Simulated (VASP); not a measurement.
Wanted: the native input for a VASP 6.6.1 run.

```
Task                   : single point
Functional             : LDA
Potentials or basis    : VASP PAW LDA potentials, release 64 (Mo_sv, S)
Cutoff                 : 520 eV
k mesh                 : 15 × 15 × 15
Occupations            : fermi-dirac, width 0.05 eV
Spin                   : no spin polarisation
Dipole correction      : no
Further INCAR settings : ALGO = Normal; EDIFF = 1e-06; NBANDS = 20
```

The structure of MoS2 lies in POSCAR:

```
MoS2
1.0
    1.5815003568      0.9130796567      6.0008634000
   -1.5815003568      0.9130796567      6.0008634000
    0.0000000000     -1.8261593134      6.0008634000
Mo S
1 2
Direct
    0.0000000000      0.0000000000      0.0000000000
    0.7484000000      0.7484000000      0.7484000000
    0.5849000000      0.5849000000      0.5849000000
```

This cell differs from its parent crystal: zz strain of -2 %.

The input as run:

INCAR

```
  PREC = Accurate
  ENCUT = 520
  EDIFF = 1E-6
  ISMEAR = -1
  SIGMA = 0.05
  LREAL = False
  LASPH = True
  NELM = 80
  ALGO = Normal
  ISIF = 2
  LWAVE = False
  LCHARG = False
  NBANDS = 20
```

KPOINTS

```
Automatic mesh
0
Gamma
  15 15 15
```

Potentials or basis: VASP PAW LDA potentials, release 64 (Mo_sv, S).

Command:

```console
$ cat potpaw_LDA.64/Mo_sv/POTCAR potpaw_LDA.64/S/POTCAR > POTCAR
$ mpirun -np 1 vasp_std > vasp.out
```

Results of the run:

* Pressure: 5.2 GPa
* Largest force: 1.501 eV/Å
* Band gap on the k mesh: 0.33 eV, indirect (least direct gap 1.57 eV)

Caveat: the cell differs from its parent crystal (zz strain of -2 %); forces of over 1 eV/Å act on the atoms, so gaps and moduli don't describe the material at rest.

Run time: 24 min on 1 thread of Oxide Virtual Turin-like Processor, with other jobs on the host, peak memory 0.46 GiB.
